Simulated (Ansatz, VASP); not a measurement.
## As in VASP and in Ansatz

Contents of POSCAR:

```
As
1.0
   -1.6973587245      1.6973587245      1.6973587245
    1.6973587245     -1.6973587245      1.6973587245
    1.6973587245      1.6973587245     -1.6973587245
As
1
Direct
    0.0000000000      0.0000000000      0.0000000000
```

INCAR.step1

```
SYSTEM = As
PREC     = Accurate       ! precision mode
ENCUT    = 550            ! plane-wave cutoff, eV
ISMEAR   = -1             ! smearing method
SIGMA    = 0.1            ! smearing width, eV
LREAL    = .False.        ! projectors in reciprocal space
LASPH    = .True.         ! aspherical terms in the spheres
NELM     = 120            ! most SCF steps
NBANDS   = 8              ! bands
GGA      = PE             ! functional
ALGO     = Normal         ! electronic algorithm
EDIFF    = 1E-5           ! SCF threshold, eV
LWAVE    = .True.         ! write WAVECAR
LCHARG   = .False.        ! write CHGCAR
GGA_COMPAT= .False.
```

INCAR.step2

```
SYSTEM = As
PREC     = Accurate       ! precision mode
ENCUT    = 550            ! plane-wave cutoff, eV
EDIFF    = 1E-6           ! SCF threshold, eV
ISMEAR   = -1             ! smearing method
SIGMA    = 0.1            ! smearing width, eV
LREAL    = .False.        ! projectors in reciprocal space
LASPH    = .True.         ! aspherical terms in the spheres
NELM     = 120            ! most SCF steps
ALGO     = Normal         ! electronic algorithm
ISIF     = 2              ! what is computed and relaxed
LWAVE    = .False.        ! write WAVECAR
LCHARG   = .True.         ! write CHGCAR
METAGGA  = R2SCAN         ! meta-GGA
LMIXTAU  = .True.       
LELF     = .True.         ! ELF
LVHAR    = .True.       
NBANDS   = 8              ! bands
ISTART   = 1            
GGA_COMPAT= .False.
```

The input KPOINTS:

```
Automatic mesh
0
Gamma
  15 15 15
  0 0 0
```

Input for Ansatz:

```yaml
crystal:
  lattice:
    - [-1.6973587245, 1.6973587245, 1.6973587245]
    - [1.6973587245, -1.6973587245, 1.6973587245]
    - [1.6973587245, 1.6973587245, -1.6973587245]
  atoms:
    - { symbol: As, position: [0.0, 0.0, 0.0] }
hamiltonian:
  xc: r2scan
  pseudopotentials:
    kind: paw
    azcp:
      As: "pseudopotentials/As.paw.azcp"
basis:
  ecutwfc: 500
  fft_grid_basis: typed
kpoints:
  mp_grid: { grid: [15, 15, 15], shift: [0, 0, 0] }
magnetization:
  spin_polarized: false
scf:
  occupations: { method: fermi_dirac, width: 0.1 }
  lower_state_search: "off"
output:
  stress: true
  write_density: true
  write_potential: true
  elf: true
  volumetric_format: npy
```

Alike in both runs: task single point; functional r2SCAN; k mesh 15 × 15 × 15; occupations fermi-dirac, width 0.1 eV; no spin polarisation.

|  | VASP | Ansatz |
| --- | --- | --- |
| version | VASP 6.6.1 | Ansatz 0.2.0 |
| potentials or method | VASP PAW PBE potentials, release 64 (As), cutoff 550 eV | plane waves (500 eV) with PAW, scalar-relativistic |
| valence electrons in the cell | 5 | 15 |

|  | VASP | Ansatz | Ansatz less VASP |
| --- | --- | --- | --- |
| pressure (GPa) | -3.3 | -3.2 | +0.09 |

VASP's potentials were made for PBE, not for r2SCAN. VASP's potentials hold 5 valence electrons a cell and Ansatz's 15, so a difference there can come from the potentials and not from the codes.
